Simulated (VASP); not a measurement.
Set up this calculation in VASP 6.6.1, as the native input.

| Property | Result |
| --- | --- |
| Task | single point |
| Functional | r2SCAN |
| Potentials or basis | VASP PAW PBE potentials, release 64 (Ti_sv) |
| Cutoff | 520 eV |
| k mesh | 20 × 20 × 20 |
| Occupations | gaussian, width 0.15 eV |
| Spin | no spin polarisation |
| Dipole correction | no |
| Further INCAR settings | ALGO = Normal; EDIFF = 1e-07; NBANDS = 12 |

Crystal: Ti.

```
Ti
1.0
     0.00000    1.96910    1.99955
     1.96910    0.00000    1.99955
     1.96910    1.96910    0.00000
Ti
1
Direct
  0.00000 0.00000 0.00000
```

This cell differs from its parent crystal: strain -0.030 along x and y, -0.015 along z.

These files were run (other wordings do the same):

POSCAR

```
Ti
1.0
    0.0000000000      1.9691000000      1.9995500000
    1.9691000000      0.0000000000      1.9995500000
    1.9691000000      1.9691000000      0.0000000000
Ti
1
Direct
    0.0000000000      0.0000000000      0.0000000000
```

INCAR.step1

```
ALGO = Normal
EDIFF = 1E-4
ENCUT = 520
GGA = PE
ISMEAR = 0
LASPH = T
LCHARG = F
LREAL = F
LWAVE = T
NBANDS = 12
NELM = 60
PREC = Accurate
SIGMA = 0.15
```

INCAR.step2

```
ALGO = Normal
EDIFF = 1E-7
ENCUT = 520
ISIF = 2
ISMEAR = 0
ISTART = 1
LASPH = T
LCHARG = F
LMIXTAU = T
LREAL = F
LWAVE = F
METAGGA = R2SCAN
NBANDS = 12
NELM = 60
PREC = Accurate
SIGMA = 0.15
```

KPOINTS

```
k-points
0
Gamma
  20 20 20
```

Potentials or basis: VASP PAW PBE potentials, release 64 (Ti_sv).

Command:

```sh
$ cat potpaw_PBE.64/Ti_sv/POTCAR > POTCAR
$ cp INCAR.step1 INCAR
$ mpirun -np 1 vasp_std > vasp.out
$ cp INCAR.step2 INCAR
$ mpirun -np 1 vasp_std > vasp.out
```

Results of the run:

```
Pressure               : 15.7 GPa
Band gap on the k mesh : zero (band 6 reaches 10.53 eV, above the bottom of band 7 at 9.01 eV)
```

Caveat: the cell differs from its parent crystal (strain -0.030 along x and y, -0.015 along z); the PAW data sets were made with another functional, which shifts forces and pressure a little.

Run time: 4.4 min on 1 thread of Intel(R) Xeon(R) Platinum 8488C (Sapphire Rapids), on a shared host, peak memory 0.24 GiB.
